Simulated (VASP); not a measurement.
Here is a VASP 6.6.1 calculation.

Contents of INCAR:

```
PREC = Accurate
ENCUT = 500
EDIFF = 1E-6
ISMEAR = -1
SIGMA = 0.05
LREAL = F
LASPH = T
NELM = 120
ALGO = Normal
ISIF = 2
LWAVE = F
LCHARG = T
LELF = T
LVHAR = T
NBANDS = 12
GGA_COMPAT = F
```

Contents of KPOINTS:

```
regular mesh
0
Gamma
  11 11 11
```

File POSCAR:

```
Nb
1.0
   -1.6258230316      1.6258230316      1.6258230316
    1.6258230316     -1.6258230316      1.6258230316
    1.6258230316      1.6258230316     -1.6258230316
Nb
1
Direct
    0.0000000000      0.0000000000      0.0000000000
```

Potentials or basis: VASP PAW LDA potentials, release 64 (Nb_sv).

Run with:

```bash
$ cat potpaw_LDA.64/Nb_sv/POTCAR > POTCAR
$ mpirun -np 1 vasp_std > vasp.out
```

(1) Estimate the pressure.

## Answers

(1) -0.2 GPa.
